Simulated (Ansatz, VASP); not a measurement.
## One calculation of H3WCl4, two programs

```xyz
8
Lattice="3.5000 0.0000 0.0000 -1.7500 3.0311 0.0000 0.0000 0.0000 13.9500" Properties=species:S:1:pos:R:3 pbc="T T T"
H     1.7500    1.0104    3.8502
H     1.7500    1.0104   10.0998
H     1.7500    1.0104    0.0000
W     0.0000    0.0000    0.0000
Cl    1.7500    1.0104    5.1336
Cl    1.7500    1.0104    8.8164
Cl    0.0000    2.0207    1.4647
Cl    0.0000    2.0207   12.4852
```

Alike in both runs: task relaxation of cell and atoms; functional PBE; k mesh 5 × 5 × 2; occupations gaussian, width 0.2 eV; no spin polarisation.

|  | VASP | Ansatz |
| --- | --- | --- |
| version | VASP 6.6.1 | Ansatz 0.2.0 |
| potentials or method | VASP PAW PBE potentials, release 64 (H, W_sv, Cl), cutoff 600 eV | scalar-relativistic, plane waves, PAW |
| valence electrons in the cell | 45 | 45 |

Ansatz gave:

| Property | Result |
| --- | --- |
| gap on the k mesh at the Fermi level, each at its own relaxed structure (eV) | none |
| relaxed volume (Å³/atom) | 19.32 |
| relaxed length of the cell vector where the two differ most in proportion (Å) | 15.588 |

Q: Which values does VASP return?

A: gap on the k mesh at the Fermi level, each at its own relaxed structure (eV): none; relaxed volume (Å³/atom): 18.73; relaxed length of the cell vector where the two differ most in proportion (Å): 15.203.

A gap of «none» marks a metal or a gap that the smearing closes.

The k mesh is coarse, so the values compare programs but aren't converged. Spin-orbit coupling is off throughout.
